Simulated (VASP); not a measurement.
Input of a VASP 6.6.1 run:

INCAR

```
SYSTEM = LiF
PREC = Accurate
ENCUT = 520
EDIFF = 1E-6
ISMEAR = 0
SIGMA = 0.01
LREAL = .FALSE.
LASPH = .TRUE.
NELM = 60
ALGO = Normal
ISIF = 2
LWAVE = .FALSE.
LCHARG = .TRUE.
GGA = PE
LELF = .TRUE.
LVHAR = .TRUE.
NBANDS = 12
```

The input KPOINTS:

```
regular mesh
0
G
  8 8 8
  0 0 0
```

The input POSCAR:

```
LiF
1.0
    0.0000000000      1.9948717375      1.9948717375
    1.9948717375      0.0000000000      1.9948717375
    1.9948717375      1.9948717375      0.0000000000
Li F
1 1
Direct
    0.0000000000      0.0000000000      0.0000000000
    0.5000000000      0.5000000000      0.5000000000
```

Potentials or basis: VASP PAW PBE potentials, release 64 (Li_sv, F).

Launch:

```bash
$ cat potpaw_PBE.64/Li_sv/POTCAR potpaw_PBE.64/F/POTCAR > POTCAR
$ mpirun -np 1 vasp_std > vasp.out
```

**Question.** What does it give for the band gap on the k mesh?

**Answer.** 9.35 eV.

 A k mesh can miss the band edges.
